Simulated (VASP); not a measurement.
The system is SnO3.

```
Sn O
1.0
     3.37562    0.01522   -0.02464
     0.20746    4.07207    0.10648
     0.09205    1.40193    8.26010
Sn O
2 6
Cartesian
  0.9079 1.7671 3.0633
  2.7739 3.7217 5.3673
  2.9037 2.5771 1.5912
  2.3884 1.1139 1.6662
  2.6023 1.7053 4.3858
  0.6770 3.0241 6.6623
  1.3897 4.3921 6.6750
  1.0576 3.6556 3.9566
```

| Property | Result |
| --- | --- |
| Program | VASP 6.6.1 |
| Task | relaxation of cell and atoms |
| Functional | PBE |
| Potentials or basis | VASP PAW PBE potentials, release 64 (Sn_d, O) |
| Cutoff | 600 eV |
| k mesh | 4 × 4 × 2 |
| Occupations | gaussian, width 0.1 eV |
| Spin | no spin polarisation |

At the start: pressure 1.6 GPa; volume 14.13 Å³/atom.

Question: Where does the relaxation end?

Answer: Over 56 steps the energy falls by 54.5 meV/atom and the volume is 13.65 Å³/atom (-3.3 %); space group P1 (No. 1, to 0.1 Å) before, P-1 (No. 2, to 0.1 Å).

The path:
| step | energy change (eV) | largest force (eV/Å) | pressure (GPa) | volume (Å³) |
| --- | --- | --- | --- | --- |
| 1 | 0.0000 | 3.0385 | 1.61 | 113.01 |
| 3 | -0.3426 | 0.7757 | -1.13 | 114.36 |
| 5 | -0.3867 | 0.6922 | 0.43 | 113.31 |
| 7 | -0.4121 | 0.2888 | -0.34 | 113.36 |
| 9 | -0.4200 | 0.1791 | 0.08 | 112.86 |
| 11 | -0.4241 | 0.1571 | 0.19 | 112.74 |
| 13 | -0.4259 | 0.0915 | -0.07 | 112.93 |
| 15 | -0.4279 | 0.1108 | -0.01 | 112.92 |
| 17 | -0.4290 | 0.0670 | -0.08 | 112.90 |
| 19 | -0.4296 | 0.0704 | 0.02 | 112.76 |
| 21 | -0.4304 | 0.0550 | -0.09 | 112.65 |
| 23 | -0.4309 | 0.0427 | -0.06 | 112.47 |
| 25 | -0.4314 | 0.0442 | -0.01 | 112.12 |
| 27 | -0.4317 | 0.0379 | -0.01 | 111.92 |
| 29 | -0.4321 | 0.0472 | 0.01 | 111.74 |
| 31 | -0.4331 | 0.1171 | 0.14 | 110.82 |
| 33 | -0.4336 | 0.0697 | -0.01 | 110.59 |
| 35 | -0.4338 | 0.0615 | -0.12 | 110.37 |
| 37 | -0.4339 | 0.0496 | -0.06 | 110.38 |
| 39 | -0.4342 | 0.1219 | 0.12 | 109.93 |
| 41 | -0.4345 | 0.0618 | 0.04 | 110.05 |
| 43 | -0.4349 | 0.0376 | -0.03 | 109.85 |
| 45 | -0.4351 | 0.0567 | 0.08 | 109.68 |
| 47 | -0.4354 | 0.0422 | 0.03 | 109.62 |
| 49 | -0.4356 | 0.0514 | -0.05 | 109.49 |
| 51 | -0.4359 | 0.0346 | 0.04 | 109.34 |
| 53 | -0.4360 | 0.0292 | -0.01 | 109.30 |
| 55 | -0.4361 | 0.0374 | 0.00 | 109.26 |
| 56 | -0.4362 | 0.0186 | -0.02 | 109.24 |

Final structure:
```
Sn O
1.0
     3.42198   -0.00105   -0.00867
     0.19100    4.08923    0.13417
     0.12381    1.47234    7.85464
Sn O
2 6
Direct
  0.25206 0.31204 0.35384
  0.74850 0.68861 0.64619
  0.83380 0.55308 0.18820
  0.66913 0.20923 0.18721
  0.74980 0.23461 0.53701
  0.16604 0.44614 0.81187
  0.33056 0.79023 0.81282
  0.25010 0.76609 0.46286
```

Caveat: the k points lie up to 0.46 Å⁻¹ apart in the final cell.
